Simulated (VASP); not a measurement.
Here is a VASP 6.6.1 calculation.

POSCAR

```
Rh
1.0
    0.0000000000      1.9300732500      1.9015500000
    1.9300732500      0.0000000000      1.9015500000
    1.9300732500      1.9300732500      0.0000000000
Rh
1
Direct
    0.0000000000      0.0000000000      0.0000000000
```

File INCAR.step1:

```
SYSTEM = Rh
PREC     = Accurate       ! precision mode
ENCUT    = 520            ! plane-wave cutoff, eV
ISMEAR   = 0              ! smearing method
SIGMA    = 0.15           ! smearing width, eV
LREAL    = .FALSE.        ! projectors in reciprocal space
LASPH    = .TRUE.         ! aspherical terms in the spheres
NELM     = 80             ! most SCF steps
NBANDS   = 14             ! bands
GGA      = PE             ! functional
ALGO     = Normal         ! electronic algorithm
EDIFF    = 1E-4           ! SCF threshold, eV
LWAVE    = .TRUE.         ! write WAVECAR
LCHARG   = .FALSE.        ! write CHGCAR
```

Contents of INCAR.step2:

```
SYSTEM = Rh
PREC     = Accurate       ! precision mode
ENCUT    = 520            ! plane-wave cutoff, eV
EDIFF    = 1E-7           ! SCF threshold, eV
ISMEAR   = 0              ! smearing method
SIGMA    = 0.15           ! smearing width, eV
LREAL    = .FALSE.        ! projectors in reciprocal space
LASPH    = .TRUE.         ! aspherical terms in the spheres
NELM     = 80             ! most SCF steps
ALGO     = Normal         ! electronic algorithm
ISIF     = 2              ! what is computed and relaxed
LWAVE    = .FALSE.        ! write WAVECAR
LCHARG   = .FALSE.        ! write CHGCAR
METAGGA  = R2SCAN         ! meta-GGA
LMIXTAU  = .TRUE.       
NBANDS   = 14             ! bands
ISTART   = 1
```

File KPOINTS:

```
regular mesh
0
G
  8 8 8
  0 0 0
```

Potentials or basis: VASP PAW PBE potentials, release 64 (Rh_pv).

Command:

```bash
$ cat potpaw_PBE.64/Rh_pv/POTCAR > POTCAR
$ cp INCAR.step1 INCAR
$ mpirun -np 1 vasp_std > vasp.out
$ cp INCAR.step2 INCAR
$ mpirun -np 1 vasp_std > vasp.out
```

(1) Predict the pressure.

Answers

(1) -6.5 GPa.

Caveat: the cell differs from its parent crystal (strain +0.015 along x and y, +0.000 along z); the PAW data sets were made with another functional, which shifts forces and pressure a little.
